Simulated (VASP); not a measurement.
# GaN in VASP: notebook, part 2 of 2

VASP 6.6.1.

### 4 Single point, PBE (strain -3.0%)

The input, INCAR:

```
ALGO     = Normal         # electronic algorithm
EDIFF    = 1E-6           # SCF threshold, eV
ENCUT    = 520            # plane-wave cutoff, eV
GGA      = PE             # functional
ISIF     = 2              # what is computed and relaxed
ISMEAR   = -1             # smearing method
LASPH    = T              # aspherical terms in the spheres
LCHARG   = F              # write CHGCAR
LREAL    = F              # projectors in reciprocal space
LWAVE    = F              # write WAVECAR
NBANDS   = 16             # bands
NELM     = 100            # most SCF steps
PREC     = Accurate       # precision mode
SIGMA    = 0.02           # smearing width, eV
```

The input, KPOINTS:

```
k-points
0
Gamma
  10 10 10
```

The input, POSCAR:

```
GaN
1.0
    0.0000000000      2.1814839722      2.1814839722
    2.1814839722      0.0000000000      2.1814839722
    2.1814839722      2.1814839722      0.0000000000
Ga N
1 1
Direct
    0.0000000000      0.0000000000      0.0000000000
    0.2500000000      0.2500000000      0.2500000000
```

Potentials or basis: VASP PAW PBE potentials, release 64 (Ga_d, N).

On the command line:

```
$ cat potpaw_PBE.64/Ga_d/POTCAR potpaw_PBE.64/N/POTCAR > POTCAR
$ mpirun -np 1 vasp_std > vasp.out
```

OUTCAR:

```text
EDIFF = 1E-6
   ENCUT = 520
   GGA = PE
   ISIF = 2
   ISMEAR = -1
   LASPH = T
   LREAL = F
   NELM = 100
   PREC = Accurate

 ion  position               nearest neighbor table
   1  0.000  0.000  0.000-   2 1.89   2 1.89   2 1.89   2 1.89
   2  0.250  0.250  0.250-   1 1.89   1 1.89   1 1.89   1 1.89

  LATTYP: Found a face centered cubic cell.
 ALAT       =     4.3629679444

  Lattice vectors:

 A1 = (   0.0000000000,   2.1814839722,   2.1814839722)
 A2 = (   2.1814839722,   0.0000000000,   2.1814839722)
 A3 = (   2.1814839722,   2.1814839722,   0.0000000000)

Analysis of symmetry for initial positions (statically):
=====================================================================
 Subroutine PRICEL returns:
 Original cell was already a primitive cell.

 Routine SETGRP: Setting up the symmetry group for a
 face centered cubic supercell.

 Subroutine GETGRP returns: Found 24 space group operations
 (whereof 24 operations were pure point group operations)
 out of a pool of 48 trial point group operations.

The static configuration has the point symmetry T_d .

Analysis of symmetry for dynamics (positions and initial velocities):
=====================================================================
 Subroutine PRICEL returns:
 Original cell was already a primitive cell.

 Routine SETGRP: Setting up the symmetry group for a
 face centered cubic supercell.

 Subroutine GETGRP returns: Found 24 space group operations
 (whereof 24 operations were pure point group operations)
 out of a pool of 48 trial point group operations.

The dynamic configuration has the point symmetry T_d .

 Subroutine INISYM returns: Found 24 space group operations
 (whereof 24 operations are pure point group operations),
 and found     1 'primitive' translations

----------------------------------------------------------------------------------------

                                     Primitive cell

  volume of cell :      20.7628

  direct lattice vectors                    reciprocal lattice vectors
     0.000000000  2.181483972  2.181483972    -0.229201776  0.229201776  0.229201776
     2.181483972  0.000000000  2.181483972     0.229201776 -0.229201776  0.229201776
     2.181483972  2.181483972  0.000000000     0.229201776  0.229201776 -0.229201776

  length of vectors
     3.085084220  3.085084220  3.085084220     0.396989121  0.396989121  0.396989121

  position of ions in fractional coordinates (direct lattice)
     0.000000000  0.000000000  0.000000000
     0.250000000  0.250000000  0.250000000

  ion indices of the primitive-cell ions
   primitive index   ion index
                 1           1
                 2           2

----------------------------------------------------------------------------------------

 KPOINTS: k-points

Automatic generation of k-mesh.
 Grid dimensions read from file:
 generate k-points for:   10   10   10

 Generating k-lattice:

  Cartesian coordinates                     Fractional coordinates (reciprocal lattice)
    -0.022920178  0.022920178  0.022920178     0.100000000  0.000000000  0.000000000
     0.022920178 -0.022920178  0.022920178     0.000000000  0.100000000  0.000000000
     0.022920178  0.022920178 -0.022920178     0.000000000  0.000000000  0.100000000

  Length of vectors
     0.039698912  0.039698912  0.039698912

  Shift w.r.t. Gamma in fractional coordinates (k-lattice)
     0.000000000  0.000000000  0.000000000

 Subroutine IBZKPT returns following result:
 ===========================================

 Found     47 irreducible k-points:

 Following reciprocal coordinates:
            Coordinates               Weight
  0.000000  0.000000  0.000000      1.000000
  0.100000  0.000000  0.000000      8.000000
  0.200000  0.000000  0.000000      8.000000
  0.300000  0.000000  0.000000      8.000000
  0.400000  0.000000  0.000000      8.000000
  0.500000  0.000000  0.000000      4.000000
[... 16 lines left out ...]
  0.300000  0.300000  0.000000      6.000000
  0.400000  0.300000  0.000000     24.000000
 [... further k-points ...]
   k-points           NKPTS =     47   k-points in BZ     NKDIM =     47   number of bands    NBANDS=     16
   number of dos      NEDOS =    301   number of ions     NIONS =      2
   total plane-waves  NPLWV =  13824
   dimension x,y,z NGX =    24 NGY =   24 NGZ =   24
   dimension x,y,z NGXF=    48 NGYF=   48 NGZF=   48
   ions per type =               1   1
   NGX,Y,Z   is equivalent  to a cutoff of  12.93, 12.93, 12.93 a.u.
   NGXF,Y,Z  is equivalent  to a cutoff of  25.87, 25.87, 25.87 a.u.
 SYSTEM =  unknown system
   PREC   = accura    normal or accurate (medium, high low for compatibility)
   ISTART =      0    job   : 0-new  1-cont  2-samecut
   ICHARG =      2    charge: 1-file 2-atom 10-const
   ISPIN  =      1    spin polarized calculation?
   LNONCOLLINEAR =      F non collinear calculations
   LSORBIT =      F    spin-orbit coupling
   LASPH  =      T    aspherical Exc in radial PAW
   ENCUT  =  520.0 eV  38.22 Ry    6.18 a.u.   5.74  5.74  5.74*2*pi/ulx,y,z
   NELM   =    100;   NELMIN=  2; NELMDL= -5     # of ELM steps
   EDIFF  = 0.1E-05   stopping-criterion for ELM
   LREAL  =      F    real-space projection
   EDIFFG = 0.1E-04   stopping-criterion for IOM
   NSW    =      0    number of steps for IOM
   IBRION =     -1    ionic relax: 0-MD 1-quasi-New 2-CG
   NFREE  =      0    steps in history (QN), initial steepest desc. (CG)
   ISIF   =      2    stress and relaxation
   ISYM   =      2    0-nonsym 1-usesym 2-fastsym
   POTIM  = 0.5000    time-step for ionic-motion
   TEBEG  =    0.0;   TEEND  =   0.0 temperature during run
   PSTRESS=    0.0 pullay stress
   NELECT =      18.0000    total number of electrons
   NUPDOWN=      -1.0000    fix difference up-down
   EMIN   =  10.00;   EMAX   =-10.00  energy-range for DOS
   EFERMI =   0.00;   METHOD = LEGACY
   ISMEAR =    -1;   SIGMA  =   0.02  broadening in eV -4-tet -1-fermi 0-gaus
   EFERMI_NEDOS =   21; number of points for ismear=-14 and -15
   IALGO  =     38    algorithm
   IMIX   =      4    mixing-type and parameters
     AMIX     =   0.40;   BMIX     =  1.00
     AMIX_MAG =   1.60;   BMIX_MAG =  1.00
  volume/ion in A,a.u.               =      10.38        70.06
  Fermi-wavevector in a.u.,A,eV,Ry     =   1.561003  2.949867 33.153715  2.436729
  Thomas-Fermi vector in A             =   2.664132
   LORBIT       =      0    0 simple, 1 ext, 2 COOP (PROOUT), +10 PAW based schemes
   GGA     = PE    functional components
[... 5 lines left out ...]
 non-spin polarized calculation
  energy-cutoff  :      520.00
  volume of cell :       20.76
 maximum number of plane-waves:       571
   NGX = 11   NGY = 11   NGZ = 11

 number of electron      17.9999989 magnetization

 Free energy of the ion-electron system (eV)
  ---------------------------------------------------
  ext. energy  EPLUGINS =         0.00000000
  ---------------------------------------------------
  free energy    TOTEN  =       -11.93421129 eV

  energy without entropy =      -11.93421129  energy(sigma->0) =      -11.93421129

 E-fermi :   6.8654     XC(G=0): -12.1983

 val. band max:        6.4017829204   @ k =   0.0000   0.0000   0.0000
 cond. band min:       8.7555821776   @ k =   0.0000   0.0000   0.0000
 fundamental gap:      2.3537992572
 Fermi energy:         6.8654436688

 k-point     1 :       0.0000    0.0000    0.0000
  band No.  band energies     occupation
      1     -10.4181      2.00000
      2      -7.1642      2.00000
      3      -7.1642      2.00000
      4      -7.1642      2.00000
      5      -6.7317      2.00000
      6      -6.7317      2.00000
[... 8 lines left out ...]
     15      26.0057      0.00000
     16      26.0057      0.00000

 k-point     2 :       0.1000    0.0000    0.0000
  band No.  band energies     occupation
      1     -10.2861      2.00000
      2      -7.1462      2.00000
      3      -7.1462      2.00000
      4      -7.1319      2.00000
      5      -6.7337      2.00000
      6      -6.7337      2.00000
[... 8 lines left out ...]
     15      24.6347      0.00000
     16      24.7424      0.00000
[... 387 lines left out ...]
      5      -6.6660      2.00000
      6      -6.3944      2.00000
[... 8 lines left out ...]
     15      29.4014      0.00000
     16      30.5294      0.00000

 k-point    24 :       0.4000    0.3000    0.0000
  band No.  band energies     occupation
      1      -9.1127      2.00000
      2      -7.0192      2.00000
      3      -6.8674      2.00000
      4      -6.8651      2.00000
      5      -6.6527      2.00000
      6      -5.9222      2.00000
[... 8 lines left out ...]
     15      29.9054      0.00000
     16      30.3396      0.00000

 [... further k-points ...]

------------------------ aborting loop because EDIFF is reached ----------------------------------------

  FORCE on cell =-STRESS in cart. coord.  units (eV):
  Direction    XX          YY          ZZ          XY          YZ          ZX
  --------------------------------------------------------------------------------------
  -------------------------------------------------------------------------------------
  Total        3.6510204      3.6510204      3.6510204      0.0000000      0.0000000     -0.0000000
  in kB      281.7336763    281.7336763    281.7336763      0.0000000      0.0000000     -0.0000000
  external PRESSURE =     281.7336763 kB  Pullay stress =       0.0000000 kB

 VOLUME and BASIS-vectors are now :
 -----------------------------------------------------------------------------
  energy-cutoff  :      520.00
  volume of cell :       20.76
      direct lattice vectors                 reciprocal lattice vectors
     0.000000000  2.181483972  2.181483972    -0.229201776  0.229201776  0.229201776
     2.181483972  0.000000000  2.181483972     0.229201776 -0.229201776  0.229201776
     2.181483972  2.181483972  0.000000000     0.229201776  0.229201776 -0.229201776

 POSITION                                       TOTAL-FORCE (eV/Angst)
 -----------------------------------------------------------------------------------
      0.00000      0.00000      0.00000         0.000000     -0.000000      0.000000
      1.09074      1.09074      1.09074        -0.000000      0.000000     -0.000000
 -----------------------------------------------------------------------------------
    total drift:                                0.000002      0.000002      0.000001

  FREE ENERGIE OF THE ION-ELECTRON SYSTEM (eV)
  ---------------------------------------------------
  free  energy   TOTEN  =       -11.9342112868 eV

  energy  without entropy=      -11.9342112868  energy(sigma->0) =      -11.93421129
```

Run time: 6.2 s. Hardware: 1 thread of Intel Xeon 6975P-C (Granite Rapids), shared host; peak memory 0.14 GiB.

Results:

```
Free energy            : -11.9342 eV
Pressure               : 28.2 GPa
Band gap on the k mesh : 2.35 eV, direct
```

Levels at points of the mesh, in eV from the valence-band top:
```
           k point  band 7  band 8  band 9  band 10  band 11  band 12
(0.00, 0.00, 0.00)    0.00    0.00    0.00     2.35    10.92    10.92
(0.50, 0.00, 0.00)   -7.71   -1.10   -1.10     5.32     9.21    10.87
(0.50, 0.50, 0.00)   -6.54   -3.07   -3.07     3.37     7.23    12.44
```

Caveat: the cell differs from its parent crystal (strain -3.0%).

### 5 Summary

```tsv
cell	k mesh	smearing	gap on the mesh (eV)	pressure (GPa)
a = 3.180, b = 3.173, c = 3.173 Å, angles 60.2, 59.9, 59.9°, 2 atoms	6 × 6 × 6	gaussian 0.01 eV	1.78	7.2
a = 3.170 Å, angles 60.2°, 2 atoms	6 × 6 × 6	gaussian 0.01 eV	1.77	7.2
a = 3.085 Å, angles 60.0°, 2 atoms	10 × 10 × 10	fermi-dirac 0.02 eV	2.35	28.2
```

Alike in all rows: task single point; level PBE; potentials or basis VASP PAW PBE potentials, release 64 (Ga_d, N); no spin polarisation; cutoff (eV) 520.

Absolute energies hang on the potentials; compare differences alone.
